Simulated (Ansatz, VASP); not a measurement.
## One calculation of SnO2, two programs

INCAR

```
SYSTEM = SnO2
  PREC = Accurate
  ENCUT = 520
  EDIFF = 1E-6
  ISMEAR = -1
  SIGMA = 0.02
  LREAL = .False.
  LASPH = .True.
  NELM = 150
  ALGO = Normal
  ISIF = 2
  LWAVE = .False.
  LCHARG = .False.
  MAGMOM = 0 0 0 0 0 0 0 0 0 0 0 0 0 0 0 0 0 0
  LORBIT = 11
  LSORBIT = .True.
  GGA_COMPAT = .False.
  LORBMOM = .True.
  GGA = PE
  NBANDS = 68
```

The input KPOINTS:

```
Automatic mesh
0
Gamma
  8 8 6
  0 0 0
```

The input POSCAR:

```
SnO2
1.0
    3.5490131225      0.0000000000      0.0000000000
    0.0000000000      3.5490131225      0.0000000000
    0.0000000000      0.0000000000      5.4292608834
Sn O
2 4
Direct
    0.5000000000      0.5000000000      0.5000000000
    0.0000000000      0.0000000000      0.0000000000
    0.0000000000      0.5000000000      0.6771525376
    0.5000000000      0.0000000000      0.8228474624
    0.5000000000      0.0000000000      0.3228474624
    0.0000000000      0.5000000000      0.1771525376
```

Input for Ansatz:

```yaml
crystal:
  lattice:
    - [3.5490131225, 0.0, 0.0]
    - [0.0, 3.5490131225, 0.0]
    - [0.0, 0.0, 5.4292608834]
  atoms:
    - { symbol: Sn, position: [0.5, 0.5, 0.5] }
    - { symbol: Sn, position: [0.0, 0.0, 0.0] }
    - { symbol: O, position: [0.0, 0.5, 0.6771525376] }
    - { symbol: O, position: [0.5, 0.0, 0.8228474624] }
    - { symbol: O, position: [0.5, 0.0, 0.3228474624] }
    - { symbol: O, position: [0.0, 0.5, 0.1771525376] }
kpoints:
  mp_grid: { grid: [8, 8, 6] }
  band_path:
    path:
      - [0.0, 0.0, 0.0]
      - [0.0, 0.5, 0.0]
      - [0.5, 0.5, 0.0]
      - [0.0, 0.0, 0.5]
      - [0.0, 0.5, 0.5]
      - [0.5, 0.5, 0.5]
    npoints: 1
hamiltonian:
  xc: pbe
scf:
  occupations: { method: fermi_dirac, width: 0.02 }
  n_extra_bands: 10
magnetization:
  noncollinear: true
  spin_orbit: true
output:
  forces: true
  stress: true
  eigenvalues: true
  write_density: true
  write_potential: true
  elf: true
  volumetric_format: npy
```

Alike in both runs: task single point; functional PBE; k mesh 8 × 8 × 6; occupations fermi-dirac, width 0.02 eV; non-collinear spin, spin-orbit coupling.

|  | VASP | Ansatz |
| --- | --- | --- |
| version | VASP 6.6.1 | Ansatz 0.2.0 |
| potentials or method | VASP PAW PBE potentials, release 64 (Sn_d, O) | plane waves, PAW |
| plane-wave cutoff (eV) | 520 | 420 |
| valence electrons in the cell | 52 | 52 |

```tsv
	VASP	Ansatz	Ansatz less VASP
pressure (GPa)	8.8	8.2	-0.58
traceless stress, the component that is largest in VASP (GPa)	-0.77	-0.47	+0.295
rms of the force components (eV/Å)	0.134	0.110	-0.0238
net moment per atom (μB)	0.00	0.00	0.000
```

Atom by atom the forces differ by 0.024 eV/Å (rms over components).
